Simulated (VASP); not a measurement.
Runs of VASP 6.6.1 on GaO. The structure is that of space group P6_3/mmc (No. 194), or close to it. The cells are those of the table. 

```tsv
task	spin	cell	k mesh	cutoff (eV)	gap on the mesh (eV)	pressure (GPa)	moment (μB)	relaxed volume (Å³/atom)
single point	collinear, ferromagnetic start	a = 3.433, b = 3.433, c = 6.781 Å, angles 90.0, 90.0, 120.0°, 4 atoms	6 × 6 × 4	520	none	0.7	0.00	-
single point	off	a = 2.881, b = 2.881, c = 7.653 Å, angles 90.0, 90.0, 120.0°, 4 atoms	6 × 6 × 2	520	none	72.6	-	-
single point	off	a = 3.451, b = 3.451, c = 6.423 Å, angles 90.0, 90.0, 120.0°, 4 atoms	18 × 18 × 8	520	none	(a)	-	-
single point	collinear, ferromagnetic start	a = 2.881, b = 2.881, c = 7.653 Å, angles 90.0, 90.0, 120.0°, 4 atoms	6 × 6 × 2	520	none	72.5	0.17	-
relaxation of cell and atoms	off	relaxed from a = 2.881, b = 2.881, c = 7.653 Å, angles 90.0, 90.0, 120.0°, 4 atoms	6 × 6 × 2	600	none	0.0	-	(b)
single point	off	a = 3.433, b = 3.433, c = 6.781 Å, angles 90.0, 90.0, 120.0°, 4 atoms	6 × 6 × 4	520	none	0.7	-	-
single point	off	a = 3.433, b = 3.433, c = 6.781 Å, angles 90.0, 90.0, 120.0°, 4 atoms	6 × 6 × 2	520	none	0.2	-	-
relaxation of cell and atoms	off	relaxed from a = 3.433, b = 3.433, c = 6.781 Å, angles 90.0, 90.0, 120.0°, 4 atoms	6 × 6 × 4	600	none	-0.3	-	17.45
```

Alike in all rows: level PBE; potentials or basis VASP PAW PBE potentials, release 64 (Ga_d, O); smearing gaussian 0.1 eV.

Q: Fill in the values left out.

A: (a) 0.4; (b) 16.88.

Caveats: some runs use coarse meshes; the volume moved by over 15 % at a fixed basis, so the end points are rough (some runs).

A k mesh can miss the band edges, and the runs leave out spin-orbit coupling on Ga.

A gap of «none» marks levels without a gap at the run's occupations.
